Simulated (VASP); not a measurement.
Input of a VASP 6.6.1 run:

The input INCAR:

```
PREC     = Accurate       # precision mode
ENCUT    = 520            # plane-wave cutoff, eV
EDIFF    = 1E-6           # SCF threshold, eV
ISMEAR   = -1             # smearing method
SIGMA    = 0.1            # smearing width, eV
LREAL    = F              # projectors in reciprocal space
LASPH    = T              # aspherical terms in the spheres
NELM     = 80             # most SCF steps
ALGO     = Normal         # electronic algorithm
ISIF     = 2              # what is computed and relaxed
LWAVE    = F              # write WAVECAR
LCHARG   = F              # write CHGCAR
GGA      = B5             # functional
ALDAX    = 1.0          
AGGAX    = 1.0          
AGGAC    = 1.0          
ALDAC    = 0.0          
NBANDS   = 19             # bands
```

KPOINTS

```
Automatic mesh
0
Gamma
  23 23 11
```

POSCAR

```
Ti
1.0
   -1.9934980036      1.6349768922      1.4593661329
    1.6349768922     -1.9934980036      1.4593661329
    3.6241684320      3.6241684320     -2.1159982050
Ti
2
Direct
    0.9583483055      0.0416516945      1.0000000000
    0.7916516945      0.2083483055      0.5000000000
```

Potentials or basis: VASP PAW PBE potentials, release 64 (Ti_sv).

The run is started by

```console
$ cat potpaw_PBE.64/Ti_sv/POTCAR > POTCAR
$ mpirun -np 1 vasp_std > vasp.out
```

(1) Predict the band gap on the k mesh.

(2) Predict the pressure.

Results:

(1) zero (bands 12 and 13 overlap by 1.05 eV).

(2) 0.0 GPa.

Caveat: the PAW data sets were made with another functional, which shifts forces and pressure a little.
